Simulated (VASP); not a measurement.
Sn, 1 atom in the cell. Symmetry: R-3m, No. 166, trigonal system. The conventional cell has a = 4.779 Å, b = 4.779 Å, c = 4.126 Å, α = 90.00°, β = 90.00°, γ = 120.00°. Within 4.2 Å of Sn (site symmetry -3m) lie 14 Sn at 3.08 to 4.13 Å.  This cell differs from its parent crystal: ratio of the length along [111] to the lengths across it x 1.41, volume and fractional coordinates fixed.

* Program: VASP 6.6.1
* Task: single point
* Functional: r2SCAN
* Potentials or basis: VASP PAW PBE potentials, release 64 (Sn_d)
* Cutoff: 520 eV
* k mesh: 20 × 20 × 20
* Occupations: gaussian, width 0.15 eV
* Spin: no spin polarisation
* Dipole correction: no
* Further INCAR settings: ALGO = Normal; EDIFF = 1e-06; NBANDS = 13

Potentials or basis: VASP PAW PBE potentials, release 64 (Sn_d).

Launch:

```sh
$ cat potpaw_PBE.64/Sn_d/POTCAR > POTCAR
$ cp INCAR.step1 INCAR
$ mpirun -np 1 vasp_std > vasp.out
$ cp INCAR.step2 INCAR
$ mpirun -np 1 vasp_std > vasp.out
```

Hardware: 1 thread of Oxide Virtual Turin-like Processor, on a shared host.

Q: How long does it take, and how much memory?

A: It took 12 min on 1 thread of Oxide Virtual Turin-like Processor, on a shared host, peak memory 0.32 GiB. Counts: k points 781.
